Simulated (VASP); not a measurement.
The system is RbBr (wurtzite type).

```
Rb Br
1.0
     4.55586    0.00000    0.00000
    -2.27793    3.94549    0.00000
     0.00000    0.00000    7.42605
Rb Br
2 2
Direct
  0.33333 0.66667 0.00000
  0.66667 0.33333 0.50000
  0.33333 0.66667 0.37600
  0.66667 0.33333 0.87600
```

- Program: VASP 6.6.1
- Task: relaxation of cell and atoms
- Functional: PBE
- Potentials or basis: VASP PAW PBE potentials, release 64 (Rb_sv, Br)
- Cutoff: 600 eV
- k mesh: 10 × 10 × 6
- Occupations: fermi-dirac, width 0.05 eV
- Spin: no spin polarisation

At the start: pressure 17.6 GPa; volume 33.37 Å³/atom.

Problem. Where does the relaxation end?

Solution. Over 36 steps the energy falls by 874.6 meV/atom and the volume is 53.19 Å³/atom (+59.4 %); space group P6_3mc (No. 186, to 0.1 Å) before, P6_3/mmc (No. 194, to 0.1 Å).

Step by step:
```
step  energy change (eV)  largest force (eV/Å)  pressure (GPa)  volume (Å³)
   1              0.0000                0.0089           17.55       133.48
   2             -3.2671                0.0298            0.83       217.29
   3             -3.2988                0.0278            0.42       225.52
   4             -3.3084                0.0242           -0.20       242.60
   5             -3.3124                0.0253           -0.02       236.78
   6             -3.3120                0.0258            0.07       234.32
   7             -3.3122                0.0266            0.07       234.32
   8             -3.3130                0.0294            0.07       234.32
   9             -3.3143                0.0359            0.07       234.31
  10             -3.3165                0.0510            0.06       234.24
  11             -3.3174                0.0403            0.03       235.09
  12             -3.3183                0.0192           -0.04       236.96
  13             -3.3188                0.0157           -0.03       236.62
  14             -3.3200                0.0065           -0.01       235.60
  15             -3.3214                0.0099            0.05       233.56
  16             -3.3221                0.0338            0.16       229.46
  17             -3.3222                0.0340            0.16       229.42
  18             -3.3225                0.0338            0.16       229.28
  19             -3.3232                0.0339            0.16       229.01
  20             -3.3248                0.0324            0.16       228.47
  21             -3.3286                0.0281            0.16       227.37
  22             -3.3401                0.0138            0.15       225.07
  23             -3.3819                0.0343            0.09       220.13
  24             -3.4941                0.0473            0.18       208.78
  25             -3.4542                0.1444            0.57       204.34
  26             -3.4942                0.0399            0.20       208.29
  27             -3.4938                0.0257            0.24       207.79
  28             -3.4978                0.0183            0.06       211.48
  29             -3.4981                0.0159           -0.01       212.92
  30             -3.4981                0.0160           -0.01       212.79
  31             -3.4981                0.0163            0.00       212.61
  32             -3.4982                0.0139            0.00       212.56
  33             -3.4983                0.0060            0.01       212.41
  34             -3.4982                0.0094            0.02       212.11
  35             -3.4984                0.0010            0.01       212.31
  36             -3.4984                0.0011           -0.01       212.75
```

Final structure:
```
Rb Br
1.0
     5.94225    0.00000    0.00000
    -2.97112    5.14614    0.00000
     0.00000    0.00000    6.95717
Rb Br
2 2
Direct
  0.33333 0.66667 0.93792
  0.66667 0.33333 0.43792
  0.33333 0.66667 0.43808
  0.66667 0.33333 0.93808
```

Caveat: the volume moved by over 15 % at a fixed basis, so the end points are rough.
